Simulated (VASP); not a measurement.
# MgO (P-6m2) in VASP: a series of runs

The runs below take MgO through single point, relaxation of cell and atoms, with PBE.

Everything below comes from runs of VASP 6.6.1. Logs are shortened: lines on timing, memory, paths and dates and some standing lists are left out, and cuts for length are marked.

**1. The cell of the first run**

It takes space group P-6m2 (No. 187, hexagonal). Conventional cell: a = 3.120 Å, b = 3.120 Å, c = 8.553 Å, α = 90.00°, β = 90.00°, γ = 120.00°. Within 3.2 Å of Mg (site symmetry -6m2) lie 6 O at 2.24 Å and 12 Mg at 3.08 to 3.12 Å. Within 2.4 Å of Mg (site symmetry 3m) lie 4 O at 1.78 to 2.15 Å. Within 2.8 Å of O (site symmetry 3m) lie 6 Mg at 2.15 to 2.24 Å and 1 O at 2.65 Å. Within 2.4 Å of O (site symmetry -6m2) lie 2 Mg at 1.78 Å.

**2. Single point, PBE, collinear spin, ferromagnetic start**

File INCAR:

```
  PREC = Accurate
  ENCUT = 520
  EDIFF = 1E-7
  ISMEAR = 0
  SIGMA = 0.1
  LREAL = F
  LASPH = T
  NELM = 150
  ALGO = Normal
  ISIF = 2
  LWAVE = F
  LCHARG = F
  ISPIN = 2
  MAGMOM = 0 0 0 1 1 1
  LORBIT = 11
  GGA = PE
  NBANDS = 25
```

File KPOINTS:

```
Automatic mesh
0
Gamma
  6 6 2
```

File POSCAR:

```
MgO
1.0
    3.1200421183      0.0000000000      0.0000000000
   -1.5600210591      2.7020357353      0.0000000000
    0.0000000000      0.0000000000      8.5531627836
Mg O
3 3
Direct
    0.6666666667      0.3333333333      0.0000000000
    0.3333333333      0.6666666667      0.2918571904
    0.3333333333      0.6666666667      0.7081428096
    0.0000000000      0.0000000000      0.8451995731
    0.0000000000      0.0000000000      0.1548004269
    0.3333333333      0.6666666667      0.5000000000
```

Potentials or basis: VASP PAW PBE potentials, release 64 (Mg, O).

Launch:

```bash
$ cat potpaw_PBE.64/Mg/POTCAR potpaw_PBE.64/O/POTCAR > POTCAR
$ mpirun -np 1 vasp_std > vasp.out
```

OUTCAR:

```text
PREC = Accurate
   ENCUT = 520
   EDIFF = 1E-7
   ISMEAR = 0
   LREAL = F
   LASPH = T
   NELM = 150
   ISIF = 2
   ISPIN = 2
   LORBIT = 11
   GGA = PE

 ion  position               nearest neighbor table
   1  0.667  0.333  0.000-   4 2.24   5 2.24   4 2.24   5 2.24   4 2.24   5 2.24   2 3.08   3 3.08
                             2 3.08   3 3.08   2 3.08   3 3.08
   2  0.333  0.667  0.292-   6 1.78   5 2.15   5 2.15   5 2.15   1 3.08   1 3.08   1 3.08   3 3.56

   3  0.333  0.667  0.708-   6 1.78   4 2.15   4 2.15   4 2.15   1 3.08   1 3.08   1 3.08   2 3.56

   4  0.000  0.000  0.845-   3 2.15   3 2.15   3 2.15   1 2.24   1 2.24   1 2.24
   5  0.000  0.000  0.155-   2 2.15   2 2.15   2 2.15   1 2.24   1 2.24   1 2.24
   6  0.333  0.667  0.500-   2 1.78   3 1.78

  LATTYP: Found a hexagonal cell.
 ALAT       =     3.1200421183
 C/A-ratio  =     2.7413613212

  Lattice vectors:

 A1 = (   3.1200421183,   0.0000000000,   0.0000000000)
 A2 = (  -1.5600210591,   2.7020357353,   0.0000000000)
 A3 = (   0.0000000000,   0.0000000000,   8.5531627836)

Analysis of symmetry for initial positions (statically):
=====================================================================
 Subroutine PRICEL returns:
 Original cell was already a primitive cell.

 Routine SETGRP: Setting up the symmetry group for a
 hexagonal supercell.

 Subroutine GETGRP returns: Found 12 space group operations
 (whereof 12 operations were pure point group operations)
 out of a pool of 24 trial point group operations.

The static configuration has the point symmetry D_3h.

Analysis of symmetry for dynamics (positions and initial velocities):
=====================================================================
 Subroutine PRICEL returns:
 Original cell was already a primitive cell.

 Routine SETGRP: Setting up the symmetry group for a
 hexagonal supercell.

 Subroutine GETGRP returns: Found 12 space group operations
 (whereof 12 operations were pure point group operations)
 out of a pool of 24 trial point group operations.

The dynamic configuration has the point symmetry D_3h.

Analysis of structural, dynamic, and magnetic symmetry:
=====================================================================
 Subroutine PRICEL returns:
 Original cell was already a primitive cell.

 Routine SETGRP: Setting up the symmetry group for a
 hexagonal supercell.

 Subroutine GETGRP returns: Found 12 space group operations
 (whereof 12 operations were pure point group operations)
 out of a pool of 24 trial point group operations.

The overall configuration has the point symmetry D_3h.

 Subroutine INISYM returns: Found 12 space group operations
 (whereof 12 operations are pure point group operations),
 and found     1 'primitive' translations

----------------------------------------------------------------------------------------

                                     Primitive cell

  volume of cell :      72.1071

  direct lattice vectors                    reciprocal lattice vectors
     3.120042118  0.000000000  0.000000000     0.320508494  0.185045665  0.000000000
    -1.560021059  2.702035735  0.000000000     0.000000000  0.370091330  0.000000000
     0.000000000  0.000000000  8.553162784     0.000000000  0.000000000  0.116915815

  length of vectors
     3.120042118  3.120042118  8.553162784     0.370091330  0.370091330  0.116915815

  position of ions in fractional coordinates (direct lattice)
     0.666666667  0.333333333  0.000000000
     0.333333333  0.666666667  0.291857190
     0.333333333  0.666666667  0.708142810
     0.000000000  0.000000000  0.845199573
     0.000000000  0.000000000  0.154800427
     0.333333333  0.666666667  0.500000000

  ion indices of the primitive-cell ions
   primitive index   ion index
                 1           1
                 2           2
                 3           3
                 4           4
                 5           5
                 6           6
[... 36 lines left out ...]
  0.000000  0.000000  0.500000      1.000000
  0.166667  0.000000  0.500000      6.000000
  0.333333 -0.000000  0.500000      6.000000
  0.500000  0.000000  0.500000      3.000000
  0.166667  0.166667  0.500000      6.000000
  0.333333  0.166667  0.500000     12.000000
  0.333333  0.333333  0.500000      2.000000
   k-points           NKPTS =     14   k-points in BZ     NKDIM =     14   number of bands    NBANDS=     25
   number of dos      NEDOS =    301   number of ions     NIONS =      6
   total plane-waves  NPLWV =  36864
   dimension x,y,z NGX =    24 NGY =   24 NGZ =   64
   dimension x,y,z NGXF=    48 NGYF=   48 NGZF=  128
   ions per type =               3   3
   NGX,Y,Z   is equivalent  to a cutoff of  12.79, 12.79, 12.44 a.u.
   NGXF,Y,Z  is equivalent  to a cutoff of  25.58, 25.58, 24.88 a.u.
 SYSTEM =  unknown system
   PREC   = accura    normal or accurate (medium, high low for compatibility)
   ISTART =      0    job   : 0-new  1-cont  2-samecut
   ICHARG =      2    charge: 1-file 2-atom 10-const
   ISPIN  =      2    spin polarized calculation?
   LNONCOLLINEAR =      F non collinear calculations
   LSORBIT =      F    spin-orbit coupling
   LASPH  =      T    aspherical Exc in radial PAW
   ENCUT  =  520.0 eV  38.22 Ry    6.18 a.u.   5.80  5.80 15.90*2*pi/ulx,y,z
   NELM   =    150;   NELMIN=  2; NELMDL= -5     # of ELM steps
   EDIFF  = 0.1E-06   stopping-criterion for ELM
   LREAL  =      F    real-space projection
   EDIFFG = 0.1E-05   stopping-criterion for IOM
   NSW    =      0    number of steps for IOM
   IBRION =     -1    ionic relax: 0-MD 1-quasi-New 2-CG
   NFREE  =      0    steps in history (QN), initial steepest desc. (CG)
   ISIF   =      2    stress and relaxation
   ISYM   =      2    0-nonsym 1-usesym 2-fastsym
   POTIM  = 0.5000    time-step for ionic-motion
   TEBEG  =    0.0;   TEEND  =   0.0 temperature during run
   PSTRESS=    0.0 pullay stress
   NELECT =      24.0000    total number of electrons
   NUPDOWN=      -1.0000    fix difference up-down
   EMIN   =  10.00;   EMAX   =-10.00  energy-range for DOS
   EFERMI =   0.00;   METHOD = LEGACY
   ISMEAR =     0;   SIGMA  =   0.10  broadening in eV -4-tet -1-fermi 0-gaus
   EFERMI_NEDOS =   21; number of points for ismear=-14 and -15
   IALGO  =     38    algorithm
   IMIX   =      4    mixing-type and parameters
     AMIX     =   0.40;   BMIX     =  1.00
     AMIX_MAG =   1.60;   BMIX_MAG =  1.00
  volume/ion in A,a.u.               =      12.02        81.10
  Fermi-wavevector in a.u.,A,eV,Ry     =   1.134538  2.143966 17.513108  1.287177
  Thomas-Fermi vector in A             =   2.271242
   LORBIT       =     11    0 simple, 1 ext, 2 COOP (PROOUT), +10 PAW based schemes
   GGA     = PE    functional components
   LHFCALC =     F    Hartree Fock is set to
   AEXX    =    0.0000 exact exchange contribution
   IVDW    =     0    specifies the selected vdW correction
   LEPSILON=     F    determine dielectric tensor
   LRPA    =     F    only Hartree local field effects (RPA)
 spin polarized calculation
 Gauss-broadening in eV      SIGMA  =   0.10
  energy-cutoff  :      520.00
  volume of cell :       72.11
 maximum number of plane-waves:      1988
 NGX is ok and might be reduce to    24
   NGX = 11   NGY = 11   NGZ = 31

 number of electron      23.9999978 magnetization       0.6620324

 number of electron      23.9999977 magnetization      -0.0009388

 Free energy of the ion-electron system (eV)
  ---------------------------------------------------
  ext. energy  EPLUGINS =         0.00000000
  ---------------------------------------------------
  free energy    TOTEN  =       -31.67478866 eV

  energy without entropy =      -31.67004393  energy(sigma->0) =      -31.67241629

 E-fermi :   4.5156     XC(G=0):  -9.8197

 val. band max:        4.5038417197   @ k =   0.0000   0.0000   0.5000
 cond. band min:       4.6936640574   @ k =   0.1667   0.0000   0.0000
 fundamental gap:      0.1898223376
 Fermi energy:         4.5156302787

 spin component 1

 k-point     1 :       0.0000    0.0000    0.0000
  band No.  band energies     occupation
      1     -16.4199      1.00000
      2     -15.8863      1.00000
      3     -11.8676      1.00000
      4      -3.3811      1.00000
      5      -1.4233      1.00000
      6      -0.4680      1.00000
[... 367 lines left out ...]
     23      14.4371      0.00000
     24      16.3075      0.00000
 Fermi energy:         4.5156302787

 spin component 2

 k-point     1 :       0.0000    0.0000    0.0000
  band No.  band energies     occupation
      1     -16.4199      1.00000
      2     -15.8863      1.00000
      3     -11.8692      1.00000
      4      -3.3810      1.00000
      5      -1.4233      1.00000
      6      -0.4680      1.00000
[... 367 lines left out ...]
     23      14.4372      0.00000
     24      16.3076      0.00000
 [bands above 24 left out]

------------------------ aborting loop because EDIFF is reached ----------------------------------------

  FORCE on cell =-STRESS in cart. coord.  units (eV):
  Direction    XX          YY          ZZ          XY          YZ          ZX
  --------------------------------------------------------------------------------------
  -------------------------------------------------------------------------------------
  Total       -0.2667938     -0.2667938      0.0741149     -0.0000000      0.0000000     -0.0000000
  in kB       -5.9279971     -5.9279971      1.6467883     -0.0000000      0.0000000     -0.0000000
  external PRESSURE =      -3.4030686 kB  Pullay stress =       0.0000000 kB

 VOLUME and BASIS-vectors are now :
 -----------------------------------------------------------------------------
  energy-cutoff  :      520.00
  volume of cell :       72.11
      direct lattice vectors                 reciprocal lattice vectors
     3.120042118  0.000000000  0.000000000     0.320508494  0.185045665  0.000000000
    -1.560021059  2.702035735  0.000000000     0.000000000  0.370091330  0.000000000
     0.000000000  0.000000000  8.553162784     0.000000000  0.000000000  0.116915815

 POSITION                                       TOTAL-FORCE (eV/Angst)
 -----------------------------------------------------------------------------------
      1.56002      0.90068      0.00000         0.000000     -0.000000      0.000000
     -0.00000      1.80136      2.49630        -0.000000      0.000000      0.005582
     -0.00000      1.80136      6.05686        -0.000000      0.000000     -0.005582
      0.00000      0.00000      7.22913        -0.000000      0.000000     -0.007278
      0.00000      0.00000      1.32403        -0.000000     -0.000000      0.007278
     -0.00000      1.80136      4.27658        -0.000000      0.000000      0.000000
 -----------------------------------------------------------------------------------
    total drift:                                0.000000     -0.000000     -0.000000

  FREE ENERGIE OF THE ION-ELECTRON SYSTEM (eV)
  ---------------------------------------------------
  free  energy   TOTEN  =       -31.6747886603 eV

  energy  without entropy=      -31.6700439258  energy(sigma->0) =      -31.67241629

 total charge

# of ion       s       p       d       tot
------------------------------------------
    1        0.139   0.135   0.051   0.325
    2        0.176   0.185   0.075   0.436
    3        0.176   0.185   0.075   0.436
    4        1.552   3.477   0.000   5.029
    5        1.552   3.477   0.000   5.029
    6        1.568   3.459   0.000   5.027
--------------------------------------------------
tot          5.163  10.918   0.201  16.282

 magnetization (x)

# of ion       s       p       d       tot
------------------------------------------
    1        0.000   0.000   0.000   0.000
    2        0.000   0.000  -0.000   0.000
    3        0.000   0.000  -0.000   0.000
    4        0.000   0.000   0.000   0.000
    5        0.000   0.000   0.000   0.000
    6       -0.000  -0.001   0.000  -0.001
--------------------------------------------------
tot          0.000  -0.001  -0.000  -0.001
```

Wall time 3.2 min (1 thread of Intel Xeon 8259CL, shared host); peak memory 0.23 GiB.

Results:

- Free energy: -31.6748 eV
- Pressure: -0.3 GPa
- Largest force: 0.007 eV/Å
- Band gap on the k mesh: zero (filled and empty bands touch)
- Net moment: 0.00 μB per cell
- Valence electrons inside the program's atomic spheres: Mg 0.33, 0.44 (each value once); O 5.03

Forces in eV/Å, atoms in the order of the input:
```
Mg   0.000  0.000  0.000
Mg   0.000  0.000  0.006
Mg   0.000  0.000 -0.006
O    0.000  0.000 -0.007
O    0.000  0.000  0.007
O    0.000  0.000  0.000
```

Levels at points of the mesh, in eV from the Fermi level:
Spin up:
```csv
k point,band 10,band 11,band 12,band 13,band 14,band 15
"(0.00, 0.00, 0.00)",-3.23,-1.35,-0.01,-0.01,1.58,2.84
"(0.50, 0.00, 0.00)",-2.68,-2.66,-0.48,1.58,3.23,4.21
"(0.00, 0.00, 0.50)",-3.82,-0.60,-0.01,-0.01,0.69,4.30
"(0.50, 0.00, 0.50)",-2.73,-2.56,-0.48,1.35,3.87,4.04
```
Spin down:
| k point | band 8 | band 9 | band 10 | band 11 | band 12 | band 13 | band 14 | band 15 | band 16 | band 17 |
| --- | --- | --- | --- | --- | --- | --- | --- | --- | --- | --- |
| (0.00, 0.00, 0.00) | -4.68 | -4.68 | -3.23 | -1.35 | -0.01 | -0.01 | 1.58 | 2.84 | 5.74 | 7.14 |
| (0.50, 0.00, 0.00) | -5.26 | -4.88 | -2.68 | -2.66 | -0.49 | 1.58 | 3.23 | 4.21 | 4.80 | 6.53 |
| (0.00, 0.00, 0.50) | -4.68 | -4.68 | -3.82 | -0.60 | -0.01 | -0.01 | 0.69 | 4.30 | 4.33 | 7.72 |
| (0.50, 0.00, 0.50) | -5.26 | -4.93 | -2.73 | -2.56 | -0.48 | 1.35 | 3.87 | 4.04 | 4.87 | 5.83 |

Caveat: the k points lie up to 0.39 Å⁻¹ apart; semilocal functionals underestimate gaps, and a narrow one can read as zero.

(Part 1 of 2 ends here.)

The gap in the log of VASP goes by the Fermi energy; the results here count the filled bands.